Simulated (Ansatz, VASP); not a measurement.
# Two plane-wave programs on BaF2

```
Ba F
1.0
     0.00000    3.10005    3.10005
     3.10005    0.00000    3.10005
     3.10005    3.10005    0.00000
Ba F
1 2
Direct
  0.00000 0.00000 0.00000
  0.25000 0.25000 0.25000
  0.75000 0.75000 0.75000
```

Alike in both runs: task single point; functional PBE; k mesh 6 × 6 × 6; occupations gaussian, width 0.05 eV; no spin polarisation.

|  | VASP | Ansatz |
| --- | --- | --- |
| version | VASP 6.6.1 | Ansatz 0.2.0 |
| potentials or method | VASP PAW PBE potentials, release 64 (Ba_sv, F), cutoff 600 eV | scalar-relativistic, plane waves, PAW |
| valence electrons in the cell | 24 | 24 |

```csv
,VASP,Ansatz,Ansatz less VASP
pressure (GPa),2.3,1.3,-1.00
```

Spin-orbit coupling is off throughout.
